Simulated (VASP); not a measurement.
Here is a VASP 6.6.1 calculation.

The input INCAR:

```
SYSTEM = Ga
PREC = Accurate ; ENCUT = 520
EDIFF = 1E-7 ; ISMEAR = -1
SIGMA = 0.05 ; LREAL = .FALSE.
LASPH = .TRUE. ; NELM = 100
ALGO = Normal ; ISIF = 2
LWAVE = .FALSE. ; LCHARG = .FALSE.
GGA = PE ; NBANDS = 12
```

Contents of KPOINTS:

```
regular mesh
0
G
  17 17 15
  0 0 0
```

POSCAR

```
Ga
1.0
    2.0997137466      0.0000000000      0.0000000000
   -1.0498568733      1.8184054452      0.0000000000
    0.0000000000      0.0000000000      2.0301126764
Ga
1
Direct
    0.0000000000      0.0000000000      0.0000000000
```

Potentials or basis: VASP PAW PBE potentials, release 64 (Ga_d).

Command:

```bash
$ cat potpaw_PBE.64/Ga_d/POTCAR > POTCAR
$ mpirun -np 1 vasp_std > vasp.out
```

(1) Estimate the pressure.

Answers

(1) 418.8 GPa.
